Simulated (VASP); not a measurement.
Write the native input for VASP 6.6.1 that does the following.

```yaml
Task: single point
Functional: LDA
Potentials_or_basis: VASP PAW LDA potentials, release 64 (Ta_pv)
Cutoff: 520 eV
k_mesh: 16 × 16 × 16
Occupations: fermi-dirac, width 0.05 eV
Spin: no spin polarisation
Dipole_correction: no
Further_INCAR_settings: ALGO = Normal; EDIFF = 1e-06; NBANDS = 12
```

The structure of Ta lies in POSCAR:

```
Ta
1.0
   -1.4089554138      1.4089554138      1.4089554138
    1.4089554138     -1.4089554138      1.4089554138
    1.4089554138      1.4089554138     -1.4089554138
Ta
1
Direct
    0.0000000000      0.0000000000      0.0000000000
```

This cell differs from its parent crystal: volume scaled by 0.65.

The input as run:

INCAR

```
SYSTEM = Ta
PREC     = Accurate       ! precision mode
ENCUT    = 520            ! plane-wave cutoff, eV
EDIFF    = 1E-6           ! SCF threshold, eV
ISMEAR   = -1             ! smearing method
SIGMA    = 0.05           ! smearing width, eV
LREAL    = .False.        ! projectors in reciprocal space
LASPH    = .True.         ! aspherical terms in the spheres
NELM     = 80             ! most SCF steps
ALGO     = Normal         ! electronic algorithm
ISIF     = 2              ! what is computed and relaxed
LWAVE    = .False.        ! write WAVECAR
LCHARG   = .False.        ! write CHGCAR
GGA      = CA             ! functional
NBANDS   = 12             ! bands
```

KPOINTS

```
Automatic mesh
0
Gamma
  16 16 16
  0 0 0
```

Potentials or basis: VASP PAW LDA potentials, release 64 (Ta_pv).

Command:

```bash
$ cat potpaw_LDA.64/Ta_pv/POTCAR > POTCAR
$ mpirun -np 1 vasp_std > vasp.out
```

It gave:

- Pressure: 214.6 GPa

Wall time 5.3 s on 1 thread of Intel(R) Xeon(R) 6975P-C (Granite Rapids), on a shared host, peak memory 0.12 GiB.
